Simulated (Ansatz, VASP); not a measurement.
## Two plane-wave programs on TaN

The input INCAR:

```
SYSTEM = TaN
PREC = Accurate ; ENCUT = 520
EDIFF = 1E-7 ; ISMEAR = 0
SIGMA = 0.1 ; LREAL = .FALSE.
LASPH = .TRUE. ; NELM = 150
ALGO = Normal ; ISIF = 2
LWAVE = .FALSE. ; LCHARG = .FALSE.
ISPIN = 2 ; MAGMOM = 1 0
LORBIT = 11 ; LMAXMIX = 4
GGA = PE ; NBANDS = 19
```

The input KPOINTS:

```
Automatic mesh
0
G
  6 6 6
  0 0 0
```

Contents of POSCAR:

```
TaN
1.0
    2.9502626678      0.0000000000      0.0000000000
   -1.4751313339      2.5550024182      0.0000000000
    0.0000000000      0.0000000000      2.8972025697
Ta N
1 1
Direct
    0.3333333333      0.6666666667      0.5000000000
    0.0000000000      0.0000000000      0.0000000000
```

Input for Ansatz:

```yaml
crystal:
  lattice:
    - [2.9502626678, 0.0, 0.0]
    - [-1.4751313339, 2.5550024182, 0.0]
    - [0.0, 0.0, 2.8972025697]
  atoms:
    - { symbol: Ta, position: [0.3333333333, 0.6666666667, 0.5], spin: 1.0 }
    - { symbol: "N", position: [0.0, 0.0, 0.0] }
basis:
  ecutwfc: 420
kpoints:
  mp_grid: { grid: [6, 6, 6] }
hamiltonian:
  xc: pbe
scf:
  occupations: { method: gaussian, width: 0.1 }
  lower_state_search: "off"
output:
  forces: true
  stress: true
  eigenvalues: true
  populations: true
magnetization:
  spin_polarized: true
```

Alike in both runs: task single point; functional PBE; k mesh 6 × 6 × 6; occupations gaussian, width 0.1 eV; collinear spin.

```csv
,VASP,Ansatz
version,VASP 6.6.1,Ansatz 0.2.0
potentials or method,"VASP PAW PBE potentials, release 64 (Ta_pv, N), cutoff 520 eV","scalar-relativistic, plane waves, PAW"
valence electrons in the cell,16,18
```

Ansatz gave:

* gap on the k mesh at the Fermi level (eV): none
* pressure (GPa): 0.1
* traceless stress, the component that is largest in VASP (GPa): -0.01
* net moment per atom (μB): 0.00

Task: What did VASP give for the same quantities?

Result: gap on the k mesh at the Fermi level (eV): none; pressure (GPa): 0.7; traceless stress, the component that is largest in VASP (GPa): 0.11; net moment per atom (μB): 0.00.

A gap of «none» marks a metal or a gap that the smearing closes. The functional is the same, so the differences come from potentials, cutoffs and numerics. VASP's potentials hold 16 valence electrons a cell and Ansatz's 18, so a difference there can come from the potentials and not from the codes. Ansatz's warnings: seeded moment not kept.

The k mesh is coarse, so the values compare programs but aren't converged. Spin-orbit coupling is off throughout.
